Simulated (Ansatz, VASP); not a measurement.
One calculation of K3Zr2S, two programs

Contents of INCAR:

```
ALGO = Normal
EDIFF = 1E-6
ENCUT = 520
GGA = PE
ISIF = 2
ISMEAR = 0
ISPIN = 2
LASPH = True
LCHARG = False
LMAXMIX = 4
LORBIT = 11
LREAL = False
LWAVE = False
MAGMOM = 0 0 0 1 1 0
NBANDS = 42
NELM = 150
PREC = Accurate
SIGMA = 0.1
```

KPOINTS

```
k-points
0
Gamma
  6 6 2
```

Contents of POSCAR:

```
K3Zr2S
1.0
    5.3129241498      0.0000000000      0.0000000000
   -2.6564620749      4.6011272821      0.0000000000
    0.0000000000      0.0000000000      8.5863866590
K Zr S
3 2 1
Direct
    0.3333333333      0.6666666667      0.3870521429
    0.6666666667      0.3333333333      0.6129478571
    0.0000000000      0.0000000000      0.0000000000
    0.3333333333      0.6666666667      0.9326780398
    0.6666666667      0.3333333333      0.0673219602
    0.0000000000      0.0000000000      0.5000000000
```

Input for Ansatz:

```yaml
crystal:
  lattice:
    - [5.3129241498, 0.0, 0.0]
    - [-2.6564620749, 4.6011272821, 0.0]
    - [0.0, 0.0, 8.586386659]
  atoms:
    - { symbol: K, position: [0.3333333333, 0.6666666667, 0.3870521429] }
    - { symbol: K, position: [0.6666666667, 0.3333333333, 0.6129478571] }
    - { symbol: K, position: [0.0, 0.0, 0.0] }
    - { symbol: Zr, position: [0.3333333333, 0.6666666667, 0.9326780398], spin: 1.0 }
    - { symbol: Zr, position: [0.6666666667, 0.3333333333, 0.0673219602], spin: 1.0 }
    - { symbol: S, position: [0.0, 0.0, 0.5] }
basis:
  ecutwfc: 420
kpoints:
  mp_grid: { grid: [6, 6, 2] }
hamiltonian:
  xc: pbe
scf:
  occupations: { method: gaussian, width: 0.1 }
  lower_state_search: "off"
output:
  forces: true
  stress: true
  eigenvalues: true
  populations: true
magnetization:
  spin_polarized: true
```

Change from the starting cell: species swapped into the Sn2GeTe3 type (P-3m1, No. 164).

Alike in both runs: task single point; functional PBE; k mesh 6 × 6 × 2; occupations gaussian, width 0.1 eV; collinear spin.

|  | VASP | Ansatz |
| --- | --- | --- |
| version | VASP 6.6.1 | Ansatz 0.2.0 |
| potentials or method | VASP PAW PBE potentials, release 64 (K_sv, Zr_sv, S), cutoff 520 eV | scalar-relativistic, plane waves, PAW |
| valence electrons in the cell | 57 | 57 |

```tsv
	VASP	Ansatz	Ansatz less VASP
gap on the k mesh at the Fermi level (eV)	none	none	-
pressure (GPa)	0.7	0.6	-0.03
traceless stress, the component that is largest in VASP (GPa)	-1.39	-1.35	+0.036
rms of the force components (eV/Å)	0.143	0.144	+0.0014
net moment per atom (μB)	0.59	0.59	0.000
size of the moment on the site where the two differ most (μB)	0.90	0.95	+0.053
```

Site moments also hang on the region over which each program counts them. Atom by atom the forces differ by 0.002 eV/Å (rms over components). A gap of «none» marks a metal or a gap that the smearing closes. With one functional, cell and mesh, what is left measures potentials, basis and numerics.

The k mesh is coarse, so the values compare programs but aren't converged.
